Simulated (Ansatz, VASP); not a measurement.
Two plane-wave programs on BaZrO3

```
Ba Zr O
1.0
     4.19134    0.00000    0.00000
     0.00000    4.19134    0.00000
     0.00000    0.00000    4.19134
Ba Zr O
1 1 3
Direct
  0.00000 0.00000 0.00000
  0.50000 0.50000 0.50000
  0.00000 0.50000 0.50000
  0.50000 0.00000 0.50000
  0.50000 0.50000 0.00000
```

Alike in both runs: functional PBE; k mesh 5 × 5 × 5; occupations fermi-dirac, width 0.02 eV; no spin polarisation.

Ansatz relaxed the structure, and its values are those at the end. VASP's run is a single point on that final structure, the one shown.

```csv
,VASP,Ansatz
version,VASP 6.6.1,Ansatz 0.2.0
potentials or method,"VASP PAW PBE potentials, release 64 (Ba_sv, Zr_sv, O_h)","plane-wave PAW, scalar-relativistic"
plane-wave cutoff (eV),910,420
valence electrons in the cell,40,40
```

|  | VASP | Ansatz | Ansatz less VASP |
| --- | --- | --- | --- |
| gap on the k mesh at the Fermi level (eV) | 3.30 | 3.35 | +0.047 |

The functional is the same, so the differences come from potentials, cutoffs and numerics. Ansatz's warnings: stress scf threshold loose.

Neither program's run includes spin-orbit coupling. Noted on VASP's run: the cutoff is short for stress, so the pressure is rough.
